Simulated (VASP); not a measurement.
NaF:

```
CELL_PARAMETERS angstrom
3.86807 0.00000 0.00000
-1.93403 3.34984 0.00000
0.00000 0.00000 4.55141
ATOMIC_POSITIONS crystal
Na 0.33333 0.66667 0.25000
Na 0.66667 0.33333 0.75000
F 0.66667 0.33333 0.25000
F 0.33333 0.66667 0.75000
```

Base run:

* Program: VASP 6.6.1
* Functional: r2SCAN
* Potentials or basis: VASP PAW PBE potentials, release 64 (Na_pv, F)
* Cutoff: 520 eV
* k mesh: 6 × 6 × 4
* Occupations: gaussian, width 0.01 eV
* Spin: no spin polarisation

Its results: band gap on the k mesh 6.35 eV, direct; pressure -0.5 GPa.

The run is repeated on the same cell with these changes: functional from r2SCAN to LDA; potentials or basis from VASP PAW PBE potentials, release 64 (Na_pv, F) to VASP PAW LDA potentials, release 64 (Na_pv, F). What comes out?

Band gap on the k mesh 5.37 eV, direct; pressure -2.6 GPa.

Caveats: the PAW data sets were made with another functional, which shifts forces and pressure a little (some runs).

